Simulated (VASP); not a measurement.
# CdS (F-43m) in VASP: a series of runs, part 2 of 2

VASP 6.6.1.

## Step 4: Single point, PBE

This run uses another cell than the first one, of 23.16 Å³/atom, 0.887 times its volume.

INCAR

```
  PREC = Accurate
  ENCUT = 500
  EDIFF = 1E-6
  ISMEAR = 0
  SIGMA = 0.01
  LREAL = F
  LASPH = T
  NELM = 120
  ALGO = Normal
  ISIF = 2
  LWAVE = F
  LCHARG = F
  GGA = PE
  NBANDS = 16
  GGA_COMPAT = F
```

KPOINTS

```
Automatic mesh
0
Gamma
  3 3 3
```

POSCAR

```
CdS
1.0
    0.0000000000      2.8505955800      2.8505955800
    2.8505955800      0.0000000000      2.8505955800
    2.8505955800      2.8505955800      0.0000000000
Cd S
1 1
Direct
    0.0000000000      0.0000000000      0.0000000000
    0.2500000000      0.2500000000      0.2500000000
```

Potentials or basis: VASP PAW PBE potentials, release 64 (Cd, S).

Run with:

```console
cat potpaw_PBE.64/Cd/POTCAR potpaw_PBE.64/S/POTCAR > POTCAR
mpirun -np 1 vasp_std > vasp.out
```

OUTCAR:

```text
PREC = Accurate
   ENCUT = 500
   EDIFF = 1E-6
   ISMEAR = 0
   LREAL = F
   LASPH = T
   NELM = 120
   ISIF = 2
   GGA = PE

 ion  position               nearest neighbor table
   1  0.000  0.000  0.000-   2 2.47   2 2.47   2 2.47   2 2.47
   2  0.250  0.250  0.250-   1 2.47   1 2.47   1 2.47   1 2.47

  LATTYP: Found a face centered cubic cell.
 ALAT       =     5.7011911600

  Lattice vectors:

 A1 = (   0.0000000000,   2.8505955800,   2.8505955800)
 A2 = (   2.8505955800,   0.0000000000,   2.8505955800)
 A3 = (   2.8505955800,   2.8505955800,   0.0000000000)

Analysis of symmetry for initial positions (statically):
=====================================================================
 Subroutine PRICEL returns:
 Original cell was already a primitive cell.

 Routine SETGRP: Setting up the symmetry group for a
 face centered cubic supercell.

 Subroutine GETGRP returns: Found 24 space group operations
 (whereof 24 operations were pure point group operations)
 out of a pool of 48 trial point group operations.

The static configuration has the point symmetry T_d .

Analysis of symmetry for dynamics (positions and initial velocities):
=====================================================================
 Subroutine PRICEL returns:
 Original cell was already a primitive cell.

 Routine SETGRP: Setting up the symmetry group for a
 face centered cubic supercell.

 Subroutine GETGRP returns: Found 24 space group operations
 (whereof 24 operations were pure point group operations)
 out of a pool of 48 trial point group operations.

The dynamic configuration has the point symmetry T_d .

 Subroutine INISYM returns: Found 24 space group operations
 (whereof 24 operations are pure point group operations),
 and found     1 'primitive' translations

----------------------------------------------------------------------------------------

                                     Primitive cell

  volume of cell :      46.3273

  direct lattice vectors                    reciprocal lattice vectors
     0.000000000  2.850595580  2.850595580    -0.175401942  0.175401942  0.175401942
     2.850595580  0.000000000  2.850595580     0.175401942 -0.175401942  0.175401942
     2.850595580  2.850595580  0.000000000     0.175401942  0.175401942 -0.175401942

  length of vectors
     4.031350930  4.031350930  4.031350930     0.303805075  0.303805075  0.303805075

  position of ions in fractional coordinates (direct lattice)
     0.000000000  0.000000000  0.000000000
     0.250000000  0.250000000  0.250000000

  ion indices of the primitive-cell ions
   primitive index   ion index
                 1           1
                 2           2

----------------------------------------------------------------------------------------

 KPOINTS: Automatic mesh

Automatic generation of k-mesh.
 Grid dimensions read from file:
 generate k-points for:    3    3    3

 Generating k-lattice:

  Cartesian coordinates                     Fractional coordinates (reciprocal lattice)
    -0.058467314  0.058467314  0.058467314     0.333333333  0.000000000  0.000000000
     0.058467314 -0.058467314  0.058467314     0.000000000  0.333333333  0.000000000
     0.058467314  0.058467314 -0.058467314     0.000000000  0.000000000  0.333333333

  Length of vectors
     0.101268358  0.101268358  0.101268358

  Shift w.r.t. Gamma in fractional coordinates (k-lattice)
     0.000000000  0.000000000  0.000000000

 Subroutine IBZKPT returns following result:
 ===========================================

 Found      4 irreducible k-points:

 Following reciprocal coordinates:
            Coordinates               Weight
  0.000000  0.000000  0.000000      1.000000
  0.333333  0.000000  0.000000      8.000000
  0.333333  0.333333  0.000000      6.000000
 -0.333333  0.333333  0.000000     12.000000
   k-points           NKPTS =      4   k-points in BZ     NKDIM =      4   number of bands    NBANDS=     16
   number of dos      NEDOS =    301   number of ions     NIONS =      2
   total plane-waves  NPLWV =  27000
   dimension x,y,z NGX =    30 NGY =   30 NGZ =   30
   dimension x,y,z NGXF=    60 NGYF=   60 NGZF=   60
   ions per type =               1   1
   NGX,Y,Z   is equivalent  to a cutoff of  12.37, 12.37, 12.37 a.u.
   NGXF,Y,Z  is equivalent  to a cutoff of  24.74, 24.74, 24.74 a.u.
 SYSTEM =  unknown system
   PREC   = accura    normal or accurate (medium, high low for compatibility)
   ISTART =      0    job   : 0-new  1-cont  2-samecut
   ICHARG =      2    charge: 1-file 2-atom 10-const
   ISPIN  =      1    spin polarized calculation?
   LNONCOLLINEAR =      F non collinear calculations
   LSORBIT =      F    spin-orbit coupling
   LASPH  =      T    aspherical Exc in radial PAW
   ENCUT  =  500.0 eV  36.75 Ry    6.06 a.u.   7.35  7.35  7.35*2*pi/ulx,y,z
   NELM   =    120;   NELMIN=  2; NELMDL= -5     # of ELM steps
   EDIFF  = 0.1E-05   stopping-criterion for ELM
   LREAL  =      F    real-space projection
   EDIFFG = 0.1E-04   stopping-criterion for IOM
   NSW    =      0    number of steps for IOM
   IBRION =     -1    ionic relax: 0-MD 1-quasi-New 2-CG
   NFREE  =      0    steps in history (QN), initial steepest desc. (CG)
   ISIF   =      2    stress and relaxation
   ISYM   =      2    0-nonsym 1-usesym 2-fastsym
   POTIM  = 0.5000    time-step for ionic-motion
   TEBEG  =    0.0;   TEEND  =   0.0 temperature during run
   PSTRESS=    0.0 pullay stress
   NELECT =      18.0000    total number of electrons
   NUPDOWN=      -1.0000    fix difference up-down
   EMIN   =  10.00;   EMAX   =-10.00  energy-range for DOS
   EFERMI =   0.00;   METHOD = LEGACY
   ISMEAR =     0;   SIGMA  =   0.01  broadening in eV -4-tet -1-fermi 0-gaus
   EFERMI_NEDOS =   21; number of points for ismear=-14 and -15
   IALGO  =     38    algorithm
   IMIX   =      4    mixing-type and parameters
     AMIX     =   0.40;   BMIX     =  1.00
     AMIX_MAG =   1.60;   BMIX_MAG =  1.00
  volume/ion in A,a.u.               =      23.16       156.32
  Fermi-wavevector in a.u.,A,eV,Ry     =   1.194593  2.257454 19.416236  1.427053
  Thomas-Fermi vector in A             =   2.330580
   LORBIT       =      0    0 simple, 1 ext, 2 COOP (PROOUT), +10 PAW based schemes
   GGA     = PE    functional components
   LHFCALC =     F    Hartree Fock is set to
   AEXX    =    0.0000 exact exchange contribution
   IVDW    =     0    specifies the selected vdW correction
   LEPSILON=     F    determine dielectric tensor
   LRPA    =     F    only Hartree local field effects (RPA)
 non-spin polarized calculation
 Gauss-broadening in eV      SIGMA  =   0.01
  energy-cutoff  :      500.00
  volume of cell :       46.33
 maximum number of plane-waves:      1243
 NGX is ok and might be reduce to    30
   NGX = 15   NGY = 15   NGZ = 15

 number of electron      18.0000002 magnetization

 Free energy of the ion-electron system (eV)
  ---------------------------------------------------
  ext. energy  EPLUGINS =         0.00000000
  ---------------------------------------------------
  free energy    TOTEN  =        -5.82734767 eV

  energy without entropy =       -5.82734767  energy(sigma->0) =       -5.82734767

 E-fermi :   2.0833     XC(G=0):  -9.4406

 val. band max:        2.0165191976   @ k =   0.0000   0.0000   0.0000
 cond. band min:       3.2765584373   @ k =   0.0000   0.0000   0.0000
 fundamental gap:      1.2600392397
 Fermi energy:         2.0832716826

 k-point     1 :       0.0000    0.0000    0.0000
  band No.  band energies     occupation
      1     -10.7953      2.00000
      2      -6.0686      2.00000
      3      -6.0686      2.00000
      4      -6.0686      2.00000
      5      -5.4990      2.00000
      6      -5.4990      2.00000
[... 8 lines left out ...]
     15      13.5520      0.00000
     16      13.7991      0.00000

 k-point     2 :       0.3333    0.0000    0.0000
  band No.  band energies     occupation
      1     -10.4220      2.00000
      2      -5.9518      2.00000
      3      -5.9518      2.00000
      4      -5.5420      2.00000
      5      -5.4787      2.00000
      6      -5.4787      2.00000
[... 8 lines left out ...]
     15      13.1859      0.00000
     16      13.1859      0.00000

 k-point     3 :       0.3333    0.3333    0.0000
  band No.  band energies     occupation
      1     -10.3036      2.00000
      2      -5.8335      2.00000
      3      -5.7714      2.00000
      4      -5.7714      2.00000
      5      -5.4191      2.00000
      6      -5.3860      2.00000
[... 8 lines left out ...]
     15      14.1062      0.00000
     16      17.8502      0.00000

 k-point     4 :      -0.3333    0.3333    0.0000
  band No.  band energies     occupation
      1     -10.1859      2.00000
      2      -5.8622      2.00000
      3      -5.7662      2.00000
      4      -5.5629      2.00000
      5      -5.4724      2.00000
      6      -4.8354      2.00000
[... 8 lines left out ...]
     15      13.4819      0.00000
     16      16.9781      0.00000

------------------------ aborting loop because EDIFF is reached ----------------------------------------

  FORCE on cell =-STRESS in cart. coord.  units (eV):
  Direction    XX          YY          ZZ          XY          YZ          ZX
  --------------------------------------------------------------------------------------
  -------------------------------------------------------------------------------------
  Total        2.7364766      2.7364766      2.7364766      0.0000000      0.0000000      0.0000000
  in kB       94.6379905     94.6379905     94.6379905      0.0000000      0.0000000      0.0000000
  external PRESSURE =      94.6379905 kB  Pullay stress =       0.0000000 kB

 VOLUME and BASIS-vectors are now :
 -----------------------------------------------------------------------------
  energy-cutoff  :      500.00
  volume of cell :       46.33
      direct lattice vectors                 reciprocal lattice vectors
     0.000000000  2.850595580  2.850595580    -0.175401942  0.175401942  0.175401942
     2.850595580  0.000000000  2.850595580     0.175401942 -0.175401942  0.175401942
     2.850595580  2.850595580  0.000000000     0.175401942  0.175401942 -0.175401942

 POSITION                                       TOTAL-FORCE (eV/Angst)
 -----------------------------------------------------------------------------------
      0.00000      0.00000      0.00000         0.000000      0.000000      0.000000
      1.42530      1.42530      1.42530        -0.000000     -0.000000     -0.000000
 -----------------------------------------------------------------------------------
    total drift:                               -0.000000     -0.000000     -0.000000

  FREE ENERGIE OF THE ION-ELECTRON SYSTEM (eV)
  ---------------------------------------------------
  free  energy   TOTEN  =        -5.8273476668 eV

  energy  without entropy=       -5.8273476668  energy(sigma->0) =       -5.82734767
```

OSZICAR:

```text
N       E                     dE             d eps       ncg     rms          rms(c)
DAV:   1     0.107610345158E+03    0.10761E+03   -0.91887E+03   136   0.103E+03
DAV:   2    -0.245883802206E+01   -0.11007E+03   -0.10357E+03   152   0.255E+02
DAV:   3    -0.640328584545E+01   -0.39444E+01   -0.39350E+01   168   0.513E+01
DAV:   4    -0.642609093996E+01   -0.22805E-01   -0.22804E-01   136   0.371E+00
DAV:   5    -0.642636202733E+01   -0.27109E-03   -0.27108E-03   168   0.393E-01    0.944E+00
DAV:   6    -0.585384039482E+01    0.57252E+00   -0.87222E-01   200   0.124E+01    0.744E+00
DAV:   7    -0.582547639601E+01    0.28364E-01   -0.26182E-01   160   0.349E+00    0.348E+00
DAV:   8    -0.582705283268E+01   -0.15764E-02   -0.25446E-02   160   0.206E+00    0.447E-01
DAV:   9    -0.582710763023E+01   -0.54798E-04   -0.25245E-03   128   0.778E-01    0.792E-02
DAV:  10    -0.582725917754E+01   -0.15155E-03   -0.25596E-04   160   0.175E-01    0.595E-02
DAV:  11    -0.582734982217E+01   -0.90645E-04   -0.11644E-04   152   0.915E-02    0.162E-02
DAV:  12    -0.582734670303E+01    0.31191E-05   -0.25818E-05   176   0.727E-02    0.966E-03
DAV:  13    -0.582734766677E+01   -0.96374E-06   -0.36693E-06   160   0.192E-02
   1 F= -.58273477E+01 E0= -.58273477E+01  d E =-.278866E-22
```

stdout:

```text
POSCAR found type information on POSCAR CdS
 POSCAR found :  2 types and       2 ions
 scaLAPACK will be used
 LDA part: xc-table for (Slater+PW92), standard interpolation
 POSCAR, INCAR and KPOINTS ok, starting setup
 FFT: planning ... GRIDC
 FFT: planning ... GRID_SOFT
 FFT: planning ... GRID
 WAVECAR not read
 entering main loop
```

It took 3.8 s on 1 thread of AMD EPYC 9R45 (Zen 5), shared host; peak memory 0.13 GiB.

Results:

```
Free energy            : -5.8273 eV
Pressure               : 9.5 GPa
Band gap on the k mesh : 1.26 eV, direct
```

Levels at points of the mesh, in eV from the valence-band top:
| k point | band 6 | band 7 | band 8 | band 9 | band 10 | band 11 | band 12 | band 13 |
| --- | --- | --- | --- | --- | --- | --- | --- | --- |
| (0.00, 0.00, 0.00) | -7.52 | 0.00 | 0.00 | 0.00 | 1.26 | 6.46 | 6.46 | 6.46 |

Caveat: the k points lie up to 0.64 Å⁻¹ apart. Expect the measured gap to be larger: semilocal functionals such as PBE lack the derivative discontinuity.
